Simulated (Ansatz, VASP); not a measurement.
One calculation of Ti5C4, two programs

File INCAR:

```
  PREC = Accurate
  ENCUT = 520
  EDIFF = 1E-6
  ISMEAR = 0
  SIGMA = 0.1
  LREAL = False
  LASPH = True
  NELM = 80
  ALGO = Normal
  ISIF = 2
  LWAVE = False
  LCHARG = True
  LDIPOL = True
  IDIPOL = 3
  DIPOL = 0.5 0.5 0.500
  GGA = PE
  LELF = True
  LVHAR = True
  LVACPOTAV = True
  NBANDS = 48
```

File KPOINTS:

```
Automatic mesh
0
Gamma
  12 12 1
```

Contents of POSCAR:

```
Ti5C4
1.0
    3.0638392697      0.0000000000      0.0000000000
   -1.5319196349      2.6533626407      0.0000000000
    0.0000000000      0.0000000000     25.0064571530
Ti C
5 4
Direct
    0.6666666667      0.3333333333      0.2999225342
    0.3333333333      0.6666666667      0.3999612671
    0.0000000000      0.0000000000      0.5000000000
    0.6666666667      0.3333333333      0.6000387329
    0.3333333333      0.6666666667      0.7000774658
    0.0000000000      0.0000000000      0.3499419006
    0.6666666667      0.3333333333      0.4499806335
    0.3333333333      0.6666666667      0.5500193665
    0.0000000000      0.0000000000      0.6500580994
```

Input for Ansatz:

```yaml
crystal:
  lattice:
    - [3.0638392697, 0.0, 0.0]
    - [-1.5319196349, 2.6533626407, 0.0]
    - [0.0, 0.0, 25.006457153]
  atoms:
    - { symbol: Ti, position: [0.6666666667, 0.3333333333, 0.2999225342] }
    - { symbol: C, position: [0.0, 0.0, 0.3499419006] }
    - { symbol: Ti, position: [0.3333333333, 0.6666666667, 0.3999612671] }
    - { symbol: C, position: [0.6666666667, 0.3333333333, 0.4499806335] }
    - { symbol: Ti, position: [0.0, 0.0, 0.5] }
    - { symbol: C, position: [0.3333333333, 0.6666666667, 0.5500193665] }
    - { symbol: Ti, position: [0.6666666667, 0.3333333333, 0.6000387329] }
    - { symbol: C, position: [0.0, 0.0, 0.6500580994] }
    - { symbol: Ti, position: [0.3333333333, 0.6666666667, 0.7000774658] }
basis:
  ecutwfc: 420
kpoints:
  mp_grid: { grid: [12, 12, 1] }
hamiltonian:
  xc: pbe
scf:
  occupations: { method: gaussian, width: 0.1 }
output:
  forces: true
  stress: true
  eigenvalues: true
  write_density: true
  write_potential: true
  elf: true
  volumetric_format: npy
efield:
  axis: 3
  dipole_correction: true
  ramp_width: 0.04
```

Alike in both runs: task single point; functional PBE; k mesh 12 × 12 × 1; occupations gaussian, width 0.1 eV; no spin polarisation.

|  | VASP | Ansatz |
| --- | --- | --- |
| version | VASP 6.6.1 | Ansatz 0.2.0 |
| potentials or method | VASP PAW PBE potentials, release 64 (Ti_sv, C), cutoff 520 eV | scalar-relativistic, plane waves, PAW |
| valence electrons in the cell | 76 | 76 |

Ansatz gave:

| Item | Value |
| --- | --- |
| gap on the k mesh at the Fermi level (eV) | none |
| rms of the force components (eV/Å) | 0.788 |
| work function, face that differs most (eV) | 4.59 |

Q: What did VASP give for the same quantities?

A: gap on the k mesh at the Fermi level (eV): none; rms of the force components (eV/Å): 0.784; work function, face that differs most (eV): 4.59.

A gap of «none» marks a metal or a gap that the smearing closes. Ansatz's warnings: xc potential rough in thin density.
